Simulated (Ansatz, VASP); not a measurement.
**N: VASP beside Ansatz**

INCAR

```
SYSTEM = N
PREC = Accurate
ENCUT = 520
EDIFF = 1E-6
ISMEAR = -1
SIGMA = 0.02
LREAL = .FALSE.
LASPH = .TRUE.
NELM = 80
ALGO = Normal
ISIF = 2
LWAVE = .FALSE.
LCHARG = .TRUE.
GGA = PE
LELF = .TRUE.
LVHAR = .TRUE.
NBANDS = 18
```

KPOINTS

```
Automatic mesh
0
G
  12 12 4
  0 0 0
```

The input POSCAR:

```
N
1.0
    3.6466583217      0.0000000000      0.0000000000
   -1.8233291608      3.1580987455      0.0000000000
    0.0000000000      0.0000000000      7.5708304627
N
4
Direct
    0.3333333333      0.6666666667      0.3222423022
    0.3333333333      0.6666666667      0.1777576978
    0.6666666667      0.3333333333      0.8222423022
    0.6666666667      0.3333333333      0.6777576978
```

Input for Ansatz:

```yaml
crystal:
  lattice:
    - [3.6466583217, 0.0, 0.0]
    - [-1.8233291608, 3.1580987455, 0.0]
    - [0.0, 0.0, 7.5708304627]
  atoms:
    - { symbol: "N", position: [0.3333333333, 0.6666666667, 0.3222423022] }
    - { symbol: "N", position: [0.3333333333, 0.6666666667, 0.1777576978] }
    - { symbol: "N", position: [0.6666666667, 0.3333333333, 0.8222423022] }
    - { symbol: "N", position: [0.6666666667, 0.3333333333, 0.6777576978] }
kpoints:
  mp_grid: { grid: [12, 12, 4] }
  band_path:
    path:
      - [0.0, 0.0, 0.0]
      - [0.5, 0.0, 0.0]
      - [0.3333333333, 0.3333333333, 0.0]
      - [0.0, 0.0, 0.5]
      - [0.5, 0.0, 0.5]
      - [0.3333333333, 0.3333333333, 0.5]
      - [-0.135417, 0.28125, 0.0]
      - [0.0, 0.5, 0.0]
    npoints: 1
hamiltonian:
  xc: pbe
scf:
  occupations: { method: fermi_dirac, width: 0.02 }
  n_extra_bands: 5
output:
  forces: true
  stress: true
  eigenvalues: true
  write_density: true
  write_potential: true
  elf: true
  volumetric_format: npy
```

Change from the starting cell: epitaxial_xy strain +1.9%.

Alike in both runs: task single point; functional PBE; k mesh 12 × 12 × 4; occupations fermi-dirac, width 0.02 eV; no spin polarisation.

|  | VASP | Ansatz |
| --- | --- | --- |
| version | VASP 6.6.1 | Ansatz 0.2.0 |
| potentials or method | VASP PAW PBE potentials, release 64 (N) | plane waves, PAW |
| plane-wave cutoff (eV) | 520 | 420 |
| valence electrons in the cell | 20 | 20 |

|  | VASP | Ansatz | Ansatz less VASP |
| --- | --- | --- | --- |
| gap on the k mesh at the Fermi level (eV) | 7.07 | 7.12 | +0.044 |
| pressure (GPa) | 4.7 | 2.3 | -2.34 |
| traceless stress, the component that is largest in VASP (GPa) | 8.16 | 3.01 | -5.146 |
| rms of the force components (eV/Å) | 1.806 | 0.680 | -1.1259 |

Atom by atom the forces differ by 1.126 eV/Å (rms over components). The functional is the same, so the differences come from potentials, cutoffs and numerics.

Noted on VASP's run: the standard files for N, O and F lose accuracy on very short bonds.
